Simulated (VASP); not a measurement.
# BeTe (Fm-3m) in VASP: single point with PBE

Aim: the single point of BeTe with PBE.

All numbers are computed with VASP 6.6.1; they aren't measurements. Logs are shortened: lines on timing, memory, paths and dates and some standing lists are left out, and cuts for length are marked.

## (1) The cell of the first run

It takes space group Fm-3m (No. 225, cubic). Conventional cell: a = 5.361 Å, b = 5.361 Å, c = 5.361 Å, α = 90.00°, β = 90.00°, γ = 90.00°. Within 3.5 Å of Be (site symmetry m-3m) lie 6 Te at 2.68 Å. Within 3.5 Å of Te (site symmetry m-3m) lie 6 Be at 2.68 Å.

## (2) Single point, PBE

Contents of INCAR:

```
ALGO = Normal
EDIFF = 1E-6
ENCUT = 600
GGA = PE
GGA_COMPAT = False
ISIF = 2
ISMEAR = -1
LASPH = True
LCHARG = False
LREAL = False
LWAVE = False
NBANDS = 11
NELM = 120
PREC = Accurate
SIGMA = 0.03
```

Contents of KPOINTS:

```
k-points
0
Gamma
  5 5 5
```

Contents of POSCAR:

```
BeTe
1.0
    0.0000000000      2.6803100000      2.6803100000
    2.6803100000      0.0000000000      2.6803100000
    2.6803100000      2.6803100000      0.0000000000
Be Te
1 1
Direct
    0.5000000000      0.5000000000      0.5000000000
    0.0000000000      0.0000000000      0.0000000000
```

Potentials or basis: VASP PAW PBE potentials, release 64 (Be, Te).

Started as:

```
> cat potpaw_PBE.64/Be/POTCAR potpaw_PBE.64/Te/POTCAR > POTCAR
> mpirun -np 1 vasp_std > vasp.out
```

OUTCAR:

```text
EDIFF = 1E-6
   ENCUT = 600
   GGA = PE
   ISIF = 2
   ISMEAR = -1
   LASPH = True
   LREAL = False
   NELM = 120
   PREC = Accurate

 ion  position               nearest neighbor table
   1  0.500  0.500  0.500-   2 2.68   2 2.68   2 2.68   2 2.68   2 2.68   2 2.68
   2  0.000  0.000  0.000-   1 2.68   1 2.68   1 2.68   1 2.68   1 2.68   1 2.68

  LATTYP: Found a face centered cubic cell.
 ALAT       =     5.3606200000

  Lattice vectors:

 A1 = (   0.0000000000,   2.6803100000,   2.6803100000)
 A2 = (   2.6803100000,   0.0000000000,   2.6803100000)
 A3 = (   2.6803100000,   2.6803100000,   0.0000000000)

Analysis of symmetry for initial positions (statically):
=====================================================================
 Subroutine PRICEL returns:
 Original cell was already a primitive cell.

 Routine SETGRP: Setting up the symmetry group for a
 face centered cubic supercell.

 Subroutine GETGRP returns: Found 48 space group operations
 (whereof 48 operations were pure point group operations)
 out of a pool of 48 trial point group operations.

The static configuration has the point symmetry O_h .

Analysis of symmetry for dynamics (positions and initial velocities):
=====================================================================
 Subroutine PRICEL returns:
 Original cell was already a primitive cell.

 Routine SETGRP: Setting up the symmetry group for a
 face centered cubic supercell.

 Subroutine GETGRP returns: Found 48 space group operations
 (whereof 48 operations were pure point group operations)
 out of a pool of 48 trial point group operations.

The dynamic configuration has the point symmetry O_h .

 Subroutine INISYM returns: Found 48 space group operations
 (whereof 48 operations are pure point group operations),
 and found     1 'primitive' translations

----------------------------------------------------------------------------------------

                                     Primitive cell

  volume of cell :      38.5110

  direct lattice vectors                    reciprocal lattice vectors
     0.000000000  2.680310000  2.680310000    -0.186545586  0.186545586  0.186545586
     2.680310000  0.000000000  2.680310000     0.186545586 -0.186545586  0.186545586
     2.680310000  2.680310000  0.000000000     0.186545586  0.186545586 -0.186545586

  length of vectors
     3.790530753  3.790530753  3.790530753     0.323106433  0.323106433  0.323106433

  position of ions in fractional coordinates (direct lattice)
     0.500000000  0.500000000  0.500000000
     0.000000000  0.000000000  0.000000000

  ion indices of the primitive-cell ions
   primitive index   ion index
                 1           1
                 2           2

----------------------------------------------------------------------------------------

 KPOINTS: k-points

Automatic generation of k-mesh.
 Grid dimensions read from file:
 generate k-points for:    5    5    5

 Generating k-lattice:

  Cartesian coordinates                     Fractional coordinates (reciprocal lattice)
    -0.037309117  0.037309117  0.037309117     0.200000000  0.000000000  0.000000000
     0.037309117 -0.037309117  0.037309117     0.000000000  0.200000000  0.000000000
     0.037309117  0.037309117 -0.037309117     0.000000000  0.000000000  0.200000000

  Length of vectors
     0.064621287  0.064621287  0.064621287

  Shift w.r.t. Gamma in fractional coordinates (k-lattice)
     0.000000000  0.000000000  0.000000000

 Subroutine IBZKPT returns following result:
 ===========================================

 Found     10 irreducible k-points:

 Following reciprocal coordinates:
            Coordinates               Weight
  0.000000  0.000000  0.000000      1.000000
  0.200000  0.000000  0.000000      8.000000
  0.400000  0.000000  0.000000      8.000000
  0.200000  0.200000  0.000000      6.000000
  0.400000  0.200000  0.000000     24.000000
 -0.400000  0.200000  0.000000     24.000000
 -0.200000  0.200000  0.000000     12.000000
  0.400000  0.400000  0.000000      6.000000
 -0.400000  0.400000  0.000000     12.000000
 -0.400000  0.400000  0.200000     24.000000
   k-points           NKPTS =     10   k-points in BZ     NKDIM =     10   number of bands    NBANDS=     11
   number of dos      NEDOS =    301   number of ions     NIONS =      2
   total plane-waves  NPLWV =  27000
   dimension x,y,z NGX =    30 NGY =   30 NGZ =   30
   dimension x,y,z NGXF=    60 NGYF=   60 NGZF=   60
   ions per type =               1   1
   NGX,Y,Z   is equivalent  to a cutoff of  13.16, 13.16, 13.16 a.u.
   NGXF,Y,Z  is equivalent  to a cutoff of  26.31, 26.31, 26.31 a.u.
 SYSTEM =  unknown system
   PREC   = accura    normal or accurate (medium, high low for compatibility)
   ISTART =      0    job   : 0-new  1-cont  2-samecut
   ICHARG =      2    charge: 1-file 2-atom 10-const
   ISPIN  =      1    spin polarized calculation?
   LNONCOLLINEAR =      F non collinear calculations
   LSORBIT =      F    spin-orbit coupling
   LASPH  =      T    aspherical Exc in radial PAW
   ENCUT  =  600.0 eV  44.10 Ry    6.64 a.u.   7.57  7.57  7.57*2*pi/ulx,y,z
   NELM   =    120;   NELMIN=  2; NELMDL= -5     # of ELM steps
   EDIFF  = 0.1E-05   stopping-criterion for ELM
   LREAL  =      F    real-space projection
   EDIFFG = 0.1E-04   stopping-criterion for IOM
   NSW    =      0    number of steps for IOM
   IBRION =     -1    ionic relax: 0-MD 1-quasi-New 2-CG
   NFREE  =      0    steps in history (QN), initial steepest desc. (CG)
   ISIF   =      2    stress and relaxation
   ISYM   =      2    0-nonsym 1-usesym 2-fastsym
   POTIM  = 0.5000    time-step for ionic-motion
   TEBEG  =    0.0;   TEEND  =   0.0 temperature during run
   PSTRESS=    0.0 pullay stress
   NELECT =       8.0000    total number of electrons
   NUPDOWN=      -1.0000    fix difference up-down
   EMIN   =  10.00;   EMAX   =-10.00  energy-range for DOS
   EFERMI =   0.00;   METHOD = LEGACY
   ISMEAR =    -1;   SIGMA  =   0.03  broadening in eV -4-tet -1-fermi 0-gaus
   EFERMI_NEDOS =   21; number of points for ismear=-14 and -15
   IALGO  =     38    algorithm
   IMIX   =      4    mixing-type and parameters
     AMIX     =   0.40;   BMIX     =  1.00
     AMIX_MAG =   1.60;   BMIX_MAG =  1.00
  volume/ion in A,a.u.               =      19.26       129.94
  Fermi-wavevector in a.u.,A,eV,Ry     =   0.969564  1.832210 12.790215  0.940054
  Thomas-Fermi vector in A             =   2.099627
   LORBIT       =      0    0 simple, 1 ext, 2 COOP (PROOUT), +10 PAW based schemes
   GGA     = PE    functional components
   LHFCALC =     F    Hartree Fock is set to
   AEXX    =    0.0000 exact exchange contribution
   IVDW    =     0    specifies the selected vdW correction
   LEPSILON=     F    determine dielectric tensor
   LRPA    =     F    only Hartree local field effects (RPA)
 non-spin polarized calculation
  energy-cutoff  :      600.00
  volume of cell :       38.51
 maximum number of plane-waves:      1307
 NGX is ok and might be reduce to    30
   NGX = 15   NGY = 15   NGZ = 15

 number of electron       8.0000000 magnetization

 Free energy of the ion-electron system (eV)
  ---------------------------------------------------
  ext. energy  EPLUGINS =         0.00000000
  ---------------------------------------------------
  free energy    TOTEN  =        -6.54215619 eV

  energy without entropy =       -6.53773931  energy(sigma->0) =       -6.53994775

 E-fermi :   7.3717     XC(G=0):  -9.9502

 val. band max:        7.0031066540   @ k =   0.0000   0.0000   0.0000
 cond. band min:       7.3733983909   @ k =  -0.2000   0.2000   0.0000
 fundamental gap:      0.3702917368
 Fermi energy:         7.3717088694

 k-point     1 :       0.0000    0.0000    0.0000
  band No.  band energies     occupation
      1      -6.0804      2.00000
      2       7.0031      1.99999
      3       7.0031      1.99999
      4       7.0031      1.99999
      5      10.3233      0.00000
      6      13.5319      0.00000
      7      13.5319      0.00000
      8      13.5319      0.00000
      9      14.1135      0.00000
     10      14.1135      0.00000
     11      14.1135      0.00000

 k-point     2 :       0.2000    0.0000    0.0000
  band No.  band energies     occupation
      1      -5.5944      2.00000
      2       4.1842      2.00000
      3       6.9356      2.00000
      4       6.9356      2.00000
      5      10.9463      0.00000
      6      11.6393      0.00000
      7      11.6393      0.00000
      8      13.2924      0.00000
      9      14.6033      0.00000
     10      15.2749      0.00000
     11      15.2749      0.00000

 k-point     3 :       0.4000    0.0000    0.0000
  band No.  band energies     occupation
      1      -4.4461      2.00000
      2       1.0428      2.00000
      3       6.9792      2.00000
      4       6.9792      2.00000
      5       9.8240      0.00000
      6       9.8240      0.00000
      7      10.3201      0.00000
      8      12.8702      0.00000
      9      17.8078      0.00000
     10      18.3174      0.00000
     11      18.3174      0.00000

 k-point     4 :       0.2000    0.2000    0.0000
  band No.  band energies     occupation
      1      -5.4267      2.00000
      2       4.9985      2.00000
      3       5.7563      2.00000
      4       5.7563      2.00000
      5       9.2748      0.00000
      6      12.0021      0.00000
      7      13.1969      0.00000
      8      14.1851      0.00000
      9      14.1851      0.00000
     10      16.8595      0.00000
     11      16.8595      0.00000

 k-point     5 :       0.4000    0.2000    0.0000
  band No.  band energies     occupation
      1      -4.4455      2.00000
      2       2.1884      2.00000
      3       5.0877      2.00000
      4       5.3678      2.00000
      5       8.3190      0.00000
      6      12.6807      0.00000
      7      12.8565      0.00000
      8      13.5780      0.00000
      9      14.9729      0.00000
     10      19.5426      0.00000
     11      19.7767      0.00000

 k-point     6 :      -0.4000    0.2000    0.0000
  band No.  band energies     occupation
      1      -3.8591      2.00000
      2       1.0256      2.00000
      3       4.0396      2.00000
      4       6.0288      2.00000
      5       8.8536      0.00000
      6      11.1260      0.00000
      7      13.0773      0.00000
      8      14.9770      0.00000
      9      16.7391      0.00000
     10      17.4712      0.00000
     11      18.1899      0.00000

 k-point     7 :      -0.2000    0.2000    0.0000
  band No.  band energies     occupation
      1      -4.8517      2.00000
      2       2.8837      2.00000
      3       4.3820      2.00000
      4       7.3734      0.97185
      5      10.0352      0.00000
      6      10.1541      0.00000
      7      12.9537      0.00000
      8      14.3153      0.00000
      9      14.9383      0.00000
     10      15.5714      0.00000
     11      19.7216      0.00000

 k-point     8 :       0.4000    0.4000    0.0000
  band No.  band energies     occupation
      1      -3.7982      2.00000
      2       1.9362      2.00000
      3       4.4361      2.00000
      4       4.4361      2.00000
      5       6.5962      2.00000
      6      10.5229      0.00000
      7      15.7291      0.00000
      8      15.7291      0.00000
      9      17.5768      0.00000
     10      19.7581      0.00000
     11      21.5728      0.00000

 k-point     9 :      -0.4000    0.4000    0.0000
  band No.  band energies     occupation
      1      -3.3353      2.00000
      2       1.6006      2.00000
      3       2.6585      2.00000
      4       4.6731      2.00000
      5       7.4992      0.02816
      6      12.1501      0.00000
      7      14.1380      0.00000
      8      15.4554      0.00000
      9      17.8551      0.00000
     10      19.0158      0.00000
     11      19.9261      0.00000

 k-point    10 :      -0.4000    0.4000    0.2000
  band No.  band energies     occupation
      1      -3.5794      2.00000
      2       1.8761      2.00000
      3       3.0057      2.00000
      4       4.0583      2.00000
      5       9.5695      0.00000
      6      11.3672      0.00000
      7      13.4829      0.00000
      8      16.3445      0.00000
      9      16.4062      0.00000
     10      16.9484      0.00000
     11      20.8242      0.00000

------------------------ aborting loop because EDIFF is reached ----------------------------------------

  FORCE on cell =-STRESS in cart. coord.  units (eV):
  Direction    XX          YY          ZZ          XY          YZ          ZX
  --------------------------------------------------------------------------------------
  -------------------------------------------------------------------------------------
  Total        0.1336531      0.1336531      0.1336531     -0.0000000     -0.0000000      0.0000000
  in kB        5.5603802      5.5603802      5.5603802     -0.0000000     -0.0000000      0.0000000
  external PRESSURE =       5.5603802 kB  Pullay stress =       0.0000000 kB

 VOLUME and BASIS-vectors are now :
 -----------------------------------------------------------------------------
  energy-cutoff  :      600.00
  volume of cell :       38.51
      direct lattice vectors                 reciprocal lattice vectors
     0.000000000  2.680310000  2.680310000    -0.186545586  0.186545586  0.186545586
     2.680310000  0.000000000  2.680310000     0.186545586 -0.186545586  0.186545586
     2.680310000  2.680310000  0.000000000     0.186545586  0.186545586 -0.186545586

 POSITION                                       TOTAL-FORCE (eV/Angst)
 -----------------------------------------------------------------------------------
      2.68031      2.68031      2.68031         0.000000      0.000000      0.000000
      0.00000      0.00000      0.00000         0.000000      0.000000     -0.000000
 -----------------------------------------------------------------------------------
    total drift:                               -0.000000      0.000000      0.000000

  FREE ENERGIE OF THE ION-ELECTRON SYSTEM (eV)
  ---------------------------------------------------
  free  energy   TOTEN  =        -6.5421561906 eV

  energy  without entropy=       -6.5377393095  energy(sigma->0) =       -6.53994775
```

It took 3.4 s on 1 thread of Intel Xeon 6975P-C (Granite Rapids), shared host; peak memory 0.16 GiB.

What came out:

```yaml
Free_energy: -6.5422 eV
Pressure: 0.6 GPa
Band_gap_on_the_k_mesh: zero (band 4 reaches 7.37 eV, above the bottom of band 5 at 6.60 eV)
```

Levels at points of the mesh, in eV from the Fermi level:
```
           k point  band 1  band 2  band 3  band 4  band 5  band 6  band 7  band 8  band 9
(0.00, 0.00, 0.00)  -13.45   -0.37   -0.37   -0.37    2.95    6.16    6.16    6.16    6.74
```

Caveat: the k points lie up to 0.41 Å⁻¹ apart; spin-orbit coupling is left out, which moves the levels of the heavy elements.
